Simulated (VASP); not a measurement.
Wanted: the native input for a VASP 6.6.1 run.

```yaml
Task: single point
Functional: PBE
Potentials_or_basis: VASP PAW PBE potentials, release 64 (Cd, S)
Cutoff: 500 eV
k_mesh: 8 × 8 × 8
Occupations: gaussian, width 0.02 eV
Spin: no spin polarisation
Dipole_correction: no
Further_INCAR_settings: ALGO = Normal; EDIFF = 1e-06; NBANDS = 16
```

The structure of CdS (nc) lies in POSCAR:

```
CdS
1.0
    0.0000000000      2.9633237189      2.9633237189
    2.9633237189      0.0000000000      2.9633237189
    2.9633237189      2.9633237189      0.0000000000
Cd S
1 1
Direct
    0.0000000000      0.0000000000      0.0000000000
    0.2500000000      0.2500000000      0.2500000000
```

One way to write it, as run:

INCAR

```
PREC     = Accurate       # precision mode
ENCUT    = 500            # plane-wave cutoff, eV
EDIFF    = 1E-6           # SCF threshold, eV
ISMEAR   = 0              # smearing method
SIGMA    = 0.02           # smearing width, eV
LREAL    = F              # projectors in reciprocal space
LASPH    = T              # aspherical terms in the spheres
NELM     = 120            # most SCF steps
ALGO     = Normal         # electronic algorithm
ISIF     = 2              # what is computed and relaxed
LWAVE    = F              # write WAVECAR
LCHARG   = T              # write CHGCAR
GGA      = PE             # functional
LELF     = T              # ELF
LVHAR    = T            
NBANDS   = 16             # bands
GGA_COMPAT= F
```

KPOINTS

```
regular mesh
0
Gamma
  8 8 8
```

Potentials or basis: VASP PAW PBE potentials, release 64 (Cd, S).

Command:

```console
$ cat potpaw_PBE.64/Cd/POTCAR potpaw_PBE.64/S/POTCAR > POTCAR
$ mpirun -np 1 vasp_std > vasp.out
```

Results of the run:

The pressure is 0.3 GPa and the band gap on the k mesh is 1.04 eV, direct.

Run time: 13 s on 1 thread of Intel(R) Xeon(R) Platinum 8488C (Sapphire Rapids), with other jobs on the host, peak memory 0.18 GiB.
